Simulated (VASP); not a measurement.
# Pd (Fm-3m) in VASP: a series of runs

Aim: see how the results for Pd move with the level of theory and the settings. Levels: PBE+D3(BJ), revPBE. Tasks: single point.

All numbers are computed with VASP 6.6.1; they aren't measurements. Logs are shortened: lines on timing, memory, paths and dates and some standing lists are left out, and cuts for length are marked.

## 1. The cell of the first run

Symmetry: Fm-3m, No. 225, cubic system. The conventional cell has a = 3.840 Å, b = 3.840 Å, c = 3.840 Å, α = 90.00°, β = 90.00°, γ = 90.00°. Within 3.6 Å of Pd (site symmetry m-3m) lie 12 Pd at 2.72 Å.

## 2. Single point, PBE+D3(BJ)

The input, INCAR:

```
PREC = Accurate
ENCUT = 520
EDIFF = 1E-6
ISMEAR = -1
SIGMA = 0.05
LREAL = False
LASPH = True
NELM = 80
ALGO = Fast
ISIF = 2
LWAVE = False
LCHARG = False
GGA = PE
IVDW = 12
NBANDS = 11
```

The input, KPOINTS:

```
regular mesh
0
Gamma
  12 12 12
```

The input, POSCAR:

```
Pd
1.0
    0.0000000000      1.9201927211      1.9201927211
    1.9201927211      0.0000000000      1.9201927211
    1.9201927211      1.9201927211      0.0000000000
Pd
1
Direct
    0.0000000000      0.0000000000      0.0000000000
```

Potentials or basis: VASP PAW PBE potentials, release 64 (Pd).

Launch:

```
> cat potpaw_PBE.64/Pd/POTCAR > POTCAR
> mpirun -np 1 vasp_std > vasp.out
```

OUTCAR:

```text
PREC = Accurate
   ENCUT = 520
   EDIFF = 1E-6
   ISMEAR = -1
   LREAL = False
   LASPH = True
   NELM = 80
   ISIF = 2
   GGA = PE
   IVDW = 12
 IVDW          = 12

 ion  position               nearest neighbor table
   1  0.000  0.000  0.000-

  LATTYP: Found a face centered cubic cell.
 ALAT       =     3.8403854422

  Lattice vectors:

 A1 = (   0.0000000000,   1.9201927211,   1.9201927211)
 A2 = (   1.9201927211,   0.0000000000,   1.9201927211)
 A3 = (   1.9201927211,   1.9201927211,   0.0000000000)

Analysis of symmetry for initial positions (statically):
=====================================================================
 Subroutine PRICEL returns:
 Original cell was already a primitive cell.

 Routine SETGRP: Setting up the symmetry group for a
 face centered cubic supercell.

 Subroutine GETGRP returns: Found 48 space group operations
 (whereof 48 operations were pure point group operations)
 out of a pool of 48 trial point group operations.

The static configuration has the point symmetry O_h .

Analysis of symmetry for dynamics (positions and initial velocities):
=====================================================================
 Subroutine PRICEL returns:
 Original cell was already a primitive cell.

 Routine SETGRP: Setting up the symmetry group for a
 face centered cubic supercell.

 Subroutine GETGRP returns: Found 48 space group operations
 (whereof 48 operations were pure point group operations)
 out of a pool of 48 trial point group operations.

The dynamic configuration has the point symmetry O_h .

 Subroutine INISYM returns: Found 48 space group operations
 (whereof 48 operations are pure point group operations),
 and found     1 'primitive' translations

----------------------------------------------------------------------------------------

                                     Primitive cell

  volume of cell :      14.1600

  direct lattice vectors                    reciprocal lattice vectors
     0.000000000  1.920192721  1.920192721    -0.260390530  0.260390530  0.260390530
     1.920192721  0.000000000  1.920192721     0.260390530 -0.260390530  0.260390530
     1.920192721  1.920192721  0.000000000     0.260390530  0.260390530 -0.260390530

  length of vectors
     2.715562589  2.715562589  2.715562589     0.451009627  0.451009627  0.451009627

  position of ions in fractional coordinates (direct lattice)
     0.000000000  0.000000000  0.000000000

  ion indices of the primitive-cell ions
   primitive index   ion index
                 1           1

----------------------------------------------------------------------------------------

 KPOINTS: regular mesh

Automatic generation of k-mesh.
 Grid dimensions read from file:
 generate k-points for:   12   12   12

 Generating k-lattice:

  Cartesian coordinates                     Fractional coordinates (reciprocal lattice)
    -0.021699211  0.021699211  0.021699211     0.083333333  0.000000000  0.000000000
     0.021699211 -0.021699211  0.021699211     0.000000000  0.083333333  0.000000000
     0.021699211  0.021699211 -0.021699211     0.000000000  0.000000000  0.083333333

  Length of vectors
     0.037584136  0.037584136  0.037584136

  Shift w.r.t. Gamma in fractional coordinates (k-lattice)
     0.000000000  0.000000000  0.000000000

 Subroutine IBZKPT returns following result:
 ===========================================

 Found     72 irreducible k-points:

 Following reciprocal coordinates:
            Coordinates               Weight
  0.000000  0.000000  0.000000      1.000000
  0.083333  0.000000  0.000000      8.000000
  0.166667  0.000000  0.000000      8.000000
  0.250000  0.000000  0.000000      8.000000
  0.333333  0.000000  0.000000      8.000000
  0.416667  0.000000  0.000000      8.000000
[... 16 lines left out ...]
  0.500000  0.166667  0.000000     24.000000
 -0.416667  0.166667  0.000000     24.000000
 [... further k-points ...]
   k-points           NKPTS =     72   k-points in BZ     NKDIM =     72   number of bands    NBANDS=     11
   number of dos      NEDOS =    301   number of ions     NIONS =      1
   total plane-waves  NPLWV =   8000
   dimension x,y,z NGX =    20 NGY =   20 NGZ =   20
   dimension x,y,z NGXF=    40 NGYF=   40 NGZF=   40
   ions per type =               1
   NGX,Y,Z   is equivalent  to a cutoff of  12.24, 12.24, 12.24 a.u.
   NGXF,Y,Z  is equivalent  to a cutoff of  24.49, 24.49, 24.49 a.u.
 SYSTEM =  unknown system
   PREC   = accura    normal or accurate (medium, high low for compatibility)
   ISTART =      0    job   : 0-new  1-cont  2-samecut
   ICHARG =      2    charge: 1-file 2-atom 10-const
   ISPIN  =      1    spin polarized calculation?
   LNONCOLLINEAR =      F non collinear calculations
   LSORBIT =      F    spin-orbit coupling
   LASPH  =      T    aspherical Exc in radial PAW
   ENCUT  =  520.0 eV  38.22 Ry    6.18 a.u.   5.05  5.05  5.05*2*pi/ulx,y,z
   NELM   =     80;   NELMIN=  2; NELMDL= -5     # of ELM steps
   EDIFF  = 0.1E-05   stopping-criterion for ELM
   LREAL  =      F    real-space projection
   EDIFFG = 0.1E-04   stopping-criterion for IOM
   NSW    =      0    number of steps for IOM
   IBRION =     -1    ionic relax: 0-MD 1-quasi-New 2-CG
   NFREE  =      0    steps in history (QN), initial steepest desc. (CG)
   ISIF   =      2    stress and relaxation
   ISYM   =      2    0-nonsym 1-usesym 2-fastsym
   POTIM  = 0.5000    time-step for ionic-motion
   TEBEG  =    0.0;   TEEND  =   0.0 temperature during run
   PSTRESS=    0.0 pullay stress
   NELECT =      10.0000    total number of electrons
   NUPDOWN=      -1.0000    fix difference up-down
   EMIN   =  10.00;   EMAX   =-10.00  energy-range for DOS
   EFERMI =   0.00;   METHOD = LEGACY
   ISMEAR =    -1;   SIGMA  =   0.05  broadening in eV -4-tet -1-fermi 0-gaus
   EFERMI_NEDOS =   21; number of points for ismear=-14 and -15
   IALGO  =     68    algorithm
   IMIX   =      4    mixing-type and parameters
     AMIX     =   0.40;   BMIX     =  1.00
     AMIX_MAG =   1.60;   BMIX_MAG =  1.00
  volume/ion in A,a.u.               =      14.16        95.56
  Fermi-wavevector in a.u.,A,eV,Ry     =   1.457874  2.754983 28.917779  2.125397
  Thomas-Fermi vector in A             =   2.574625
   LORBIT       =      0    0 simple, 1 ext, 2 COOP (PROOUT), +10 PAW based schemes
   GGA     = PE    functional components
   LHFCALC =     F    Hartree Fock is set to
   AEXX    =    0.0000 exact exchange contribution
   IVDW    =    12    specifies the selected vdW correction
   LEPSILON=     F    determine dielectric tensor
   LRPA    =     F    only Hartree local field effects (RPA)
 non-spin polarized calculation
 RMM-DIIS sequential band-by-band and
  energy-cutoff  :      520.00
  volume of cell :       14.16
 maximum number of plane-waves:       392
   NGX =  9   NGY =  9   NGZ =  9

 number of electron      10.0000005 magnetization

 Free energy of the ion-electron system (eV)
  ---------------------------------------------------
  ext. energy  EPLUGINS =         0.00000000
  ---------------------------------------------------
  free energy    TOTEN  =        -5.17863895 eV

  energy without entropy =       -5.16003197  energy(sigma->0) =       -5.16933546

 E-fermi :  10.4526     XC(G=0): -13.4449

 val. band max:       10.4505174098   @ k =  -0.4167   0.4167   0.1667
 cond. band min:      10.4573446104   @ k =  -0.3333   0.4167   0.0833
 fundamental gap:      0.0068272006
 Fermi energy:        10.4525811210

 k-point     1 :       0.0000    0.0000    0.0000
  band No.  band energies     occupation
      1       3.0281      2.00000
      2       7.4436      2.00000
      3       7.4436      2.00000
      4       7.4436      2.00000
      5       9.1650      2.00000
      6       9.1650      2.00000
      7      27.6927      0.00000
      8      32.7075      0.00000
      9      32.7075      0.00000
     10      32.7075      0.00000
     11      38.0512      0.00000

 k-point     2 :       0.0833    0.0000    0.0000
  band No.  band energies     occupation
      1       3.2875      2.00000
      2       7.3510      2.00000
      3       7.5336      2.00000
      4       7.5336      2.00000
      5       9.1225      2.00000
      6       9.1225      2.00000
      7      27.9778      0.00000
      8      31.2078      0.00000
      9      33.0238      0.00000
     10      33.0238      0.00000
     11      38.8359      0.00000

 k-point     3 :       0.1667    0.0000    0.0000
  band No.  band energies     occupation
      1       3.9856      2.00000
      2       7.1927      2.00000
      3       7.7159      2.00000
      4       7.7159      2.00000
      5       9.0929      2.00000
      6       9.0929      2.00000
      7      28.0191      0.00000
      8      29.0942      0.00000
      9      33.8626      0.00000
     10      33.8626      0.00000
     11      37.3623      0.00000

 k-point     4 :       0.2500    0.0000    0.0000
  band No.  band energies     occupation
      1       4.7461      2.00000
      2       7.4175      2.00000
      3       7.7534      2.00000
      4       7.7534      2.00000
      5       9.3210      2.00000
      6       9.3210      2.00000
      7      25.3606      0.00000
      8      28.8370      0.00000
      9      34.6773      0.00000
     10      34.6773      0.00000
     11      36.8567      0.00000
[... 239 lines left out ...]
 k-point    22 :       0.4167    0.1667    0.0000
  band No.  band energies     occupation
      1       5.4840      2.00000
      2       6.9853      2.00000
      3       7.6362      2.00000
      4       8.1917      2.00000
      5      10.4027      1.46116
      6      11.7042      0.00000
      7      21.6240      0.00000
      8      27.9651      0.00000
      9      29.4980      0.00000
     10      31.2802      0.00000
     11      36.7182      0.00000

 k-point    23 :       0.5000    0.1667    0.0000
  band No.  band energies     occupation
      1       5.4413      2.00000
      2       6.9214      2.00000
      3       8.0354      2.00000
      4       8.1916      2.00000
      5      10.4962      0.58959
      6      13.6250      0.00000
      7      18.8855      0.00000
      8      27.1389      0.00000
      9      29.7561      0.00000
     10      30.2315      0.00000
     11      36.5750      0.00000

 k-point    24 :      -0.4167    0.1667    0.0000
  band No.  band energies     occupation
      1       5.4974      2.00000
      2       6.9295      2.00000
      3       7.9611      2.00000
      4       8.4055      2.00000
      5      10.2062      1.98563
      6      14.1876      0.00000
      7      18.3862      0.00000
      8      26.6098      0.00000
      9      29.6476      0.00000
     10      30.8435      0.00000
     11      38.3246      0.00000

 [... further k-points ...]

------------------------ aborting loop because EDIFF is reached ----------------------------------------

 Edisp (eV)   -0.69714

 E8    (eV) :    -0.3084

  FORCE on cell =-STRESS in cart. coord.  units (eV):
  Direction    XX          YY          ZZ          XY          YZ          ZX
  --------------------------------------------------------------------------------------
  -------------------------------------------------------------------------------------
  Total       0.67690     0.67690     0.67690     0.00000     0.00000     0.00000
  in kB      76.58935    76.58935    76.58935     0.00000     0.00000     0.00000
  external pressure =       76.59 kB  Pullay stress =        0.00 kB

 VOLUME and BASIS-vectors are now :
 -----------------------------------------------------------------------------
  energy-cutoff  :      520.00
  volume of cell :       14.16
      direct lattice vectors                 reciprocal lattice vectors
     0.000000000  1.920192721  1.920192721    -0.260390530  0.260390530  0.260390530
     1.920192721  0.000000000  1.920192721     0.260390530 -0.260390530  0.260390530
     1.920192721  1.920192721  0.000000000     0.260390530  0.260390530 -0.260390530

 POSITION                                       TOTAL-FORCE (eV/Angst)
 -----------------------------------------------------------------------------------
      0.00000      0.00000      0.00000        -0.000000     -0.000000     -0.000000
 -----------------------------------------------------------------------------------
    total drift:                               -0.000000     -0.000000     -0.000000

  FREE ENERGIE OF THE ION-ELECTRON SYSTEM (eV)
  ---------------------------------------------------
  free  energy   TOTEN  =        -5.8757740998 eV

  energy  without entropy=       -5.8571671170  energy(sigma->0) =       -5.86647061
```

Run time: 7.5 s. Hardware: 1 thread of AMD EPYC 7R13 (Zen 3), shared host; peak memory 0.11 GiB.

What came out:

| Item | Value |
| --- | --- |
| Free energy | -5.8758 eV |
| Pressure | 7.7 GPa |
| Band gap on the k mesh | zero (band 5 reaches 10.79 eV, above the bottom of band 6 at 9.09 eV) |
| Dispersion energy per atom | -0.697 eV |

Levels at points of the mesh, in eV from the Fermi level:
| k point | band 1 | band 2 | band 3 | band 4 | band 5 | band 6 | band 7 | band 8 | band 9 | band 10 |
| --- | --- | --- | --- | --- | --- | --- | --- | --- | --- | --- |
| (0.00, 0.00, 0.00) | -7.42 | -3.01 | -3.01 | -3.01 | -1.29 | -1.29 | 17.24 | 22.25 | 22.25 | 22.25 |
| (0.50, 0.00, 0.00) | -5.60 | -3.06 | -3.06 | 0.00 | 0.00 | 0.96 | 7.69 | 16.61 | 21.54 | 21.54 |
| (0.50, 0.50, 0.00) | -5.72 | -5.42 | -0.03 | 0.34 | 0.34 | 3.38 | 11.24 | 13.47 | 13.47 | 22.22 |

Caveat: pairwise dispersion overbinds metals, which lowers pressure and volume.

## 3. Single point, PBE+D3(BJ)

This run uses another cell than the first one, of 14.46 Å³/atom, 1.021 times its volume.

The input, INCAR:

```
PREC = Accurate ; ENCUT = 520
EDIFF = 1E-6 ; ISMEAR = -1
SIGMA = 0.05 ; LREAL = False
LASPH = True ; NELM = 60
ALGO = Normal ; ISIF = 2
LWAVE = False ; LCHARG = False
GGA = PE ; IVDW = 12
NBANDS = 11
```

The input, KPOINTS:

```
Automatic mesh
0
Gamma
  12 12 12
```

The input, POSCAR:

```
Pd
1.0
    0.0000000000      1.9334358480      1.9334358480
    1.9334358480      0.0000000000      1.9334358480
    1.9334358480      1.9334358480      0.0000000000
Pd
1
Direct
    0.0000000000      0.0000000000      0.0000000000
```

Potentials or basis: VASP PAW PBE potentials, release 64 (Pd).

Launch:

```
> cat potpaw_PBE.64/Pd/POTCAR > POTCAR
> mpirun -np 1 vasp_std > vasp.out
```

It took 6.5 s on 1 thread of AMD EPYC 7R13 (Zen 3), shared host; peak memory 0.11 GiB.

The run converged. Its results:

```yaml
Free_energy: -5.8856 eV
Pressure: 3.0 GPa
Band_gap_on_the_k_mesh: zero (band 5 reaches 10.42 eV, above the bottom of band 6 at 8.78 eV)
Dispersion_energy_per_atom: -0.682 eV
```

Levels at points of the mesh, in eV from the Fermi level:
```csv
k point,band 1,band 2,band 3,band 4,band 5,band 6,band 7,band 8,band 9,band 10
"(0.00, 0.00, 0.00)",-7.26,-2.91,-2.91,-2.91,-1.25,-1.25,17.24,22.13,22.13,22.13
"(0.50, 0.00, 0.00)",-5.43,-2.96,-2.96,0.00,0.00,1.01,7.51,16.60,21.34,21.34
"(0.50, 0.50, 0.00)",-5.54,-5.25,-0.03,0.32,0.32,3.38,11.01,13.36,13.36,21.91
```

Caveat: pairwise dispersion overbinds metals, which lowers pressure and volume.

## 4. Single point, revPBE

The input, INCAR:

```
SYSTEM = Pd
PREC     = Accurate       ! precision mode
ENCUT    = 520            ! plane-wave cutoff, eV
EDIFF    = 1E-6           ! SCF threshold, eV
ISMEAR   = -1             ! smearing method
SIGMA    = 0.05           ! smearing width, eV
LREAL    = .False.        ! projectors in reciprocal space
LASPH    = .True.         ! aspherical terms in the spheres
NELM     = 60             ! most SCF steps
ALGO     = Fast           ! electronic algorithm
ISIF     = 2              ! what is computed and relaxed
LWAVE    = .False.        ! write WAVECAR
LCHARG   = .False.        ! write CHGCAR
GGA      = RE             ! functional
NBANDS   = 11             ! bands
```

The input, KPOINTS:

```
Automatic mesh
0
Gamma
  12 12 12
  0 0 0
```

The input, POSCAR:

```
Pd
1.0
    0.0000000000      1.9201927211      1.9201927211
    1.9201927211      0.0000000000      1.9201927211
    1.9201927211      1.9201927211      0.0000000000
Pd
1
Direct
    0.0000000000      0.0000000000      0.0000000000
```

Launch:

```
> cat potpaw_PBE.64/Pd/POTCAR > POTCAR
> mpirun -np 1 vasp_std > vasp.out
```

Run time: 7.5 s. Hardware: 1 thread of AMD EPYC 7R13 (Zen 3), shared host; peak memory 0.1 GiB.

The run converged. Its results:

* Free energy: -4.6784 eV
* Pressure: 19.4 GPa
* Band gap on the k mesh: zero (band 5 reaches 10.86 eV, above the bottom of band 6 at 9.17 eV)

Levels at points of the mesh, in eV from the Fermi level:
| k point | band 3 | band 4 | band 5 | band 6 | band 7 | band 8 |
| --- | --- | --- | --- | --- | --- | --- |
| (0.00, 0.00, 0.00) | -3.00 | -3.00 | -1.29 | -1.29 | 17.24 | 22.27 |
| (0.50, 0.00, 0.00) | -3.06 | 0.00 | 0.00 | 0.99 | 7.71 | 16.61 |
| (0.50, 0.50, 0.00) | -0.03 | 0.33 | 0.33 | 3.41 | 11.26 | 13.51 |

Caveat: the PAW data sets were made with another functional, which shifts forces and pressure a little.

## 5. Single point, revPBE

This run uses another cell than the first one, of 14.46 Å³/atom, 1.021 times its volume.

The input, INCAR:

```
SYSTEM = Pd
  PREC = Accurate
  ENCUT = 520
  EDIFF = 1E-6
  ISMEAR = -1
  SIGMA = 0.05
  LREAL = .False.
  LASPH = .True.
  NELM = 100
  ALGO = Normal
  ISIF = 2
  LWAVE = .False.
  LCHARG = .False.
  GGA = RE
  NBANDS = 11
```

KPOINTS is that of step 4.

The input, POSCAR:

```
Pd
1.0
    0.0000000000      1.9334358480      1.9334358480
    1.9334358480      0.0000000000      1.9334358480
    1.9334358480      1.9334358480      0.0000000000
Pd
1
Direct
    0.0000000000      0.0000000000      0.0000000000
```

Launch:

```
> cat potpaw_PBE.64/Pd/POTCAR > POTCAR
> mpirun -np 1 vasp_std > vasp.out
```

It took 6.6 s on 1 thread of AMD EPYC 7R13 (Zen 3), shared host; peak memory 0.1 GiB.

The run converged. Its results:

```
Free energy            : -4.7097 eV
Pressure               : 14.4 GPa
Band gap on the k mesh : zero (band 5 reaches 10.49 eV, above the bottom of band 6 at 8.85 eV)
```

Levels at points of the mesh, in eV from the Fermi level:
```tsv
k point	band 3	band 4	band 5	band 6	band 7	band 8
(0.00, 0.00, 0.00)	-2.90	-2.90	-1.25	-1.25	17.23	22.15
(0.50, 0.00, 0.00)	-2.96	-0.01	-0.01	1.03	7.54	16.60
(0.50, 0.50, 0.00)	-0.04	0.32	0.32	3.41	11.04	13.39
```

Caveat: the PAW data sets were made with another functional, which shifts forces and pressure a little.

## 6. The runs side by side

| level | cell | gap on the mesh (eV) | pressure (GPa) |
| --- | --- | --- | --- |
| PBE+D3(BJ) | a = 2.716 Å, angles 60.0°, 1 atom | none | 7.7 |
| PBE+D3(BJ) | a = 2.734 Å, angles 60.0°, 1 atom | none | 3.0 |
| revPBE | a = 2.716 Å, angles 60.0°, 1 atom | none | 19.4 |
| revPBE | a = 2.734 Å, angles 60.0°, 1 atom | none | 14.4 |

Alike in all rows: task single point; potentials or basis VASP PAW PBE potentials, release 64 (Pd); no spin polarisation; k mesh 12 × 12 × 12; cutoff (eV) 520; smearing fermi-dirac 0.05 eV.

Caveats: pairwise dispersion overbinds metals, which lowers pressure and volume (some runs); the PAW data sets were made with another functional, which shifts forces and pressure a little (some runs).

Total energies depend on the potentials used, so only differences within one code and one set of settings carry meaning.
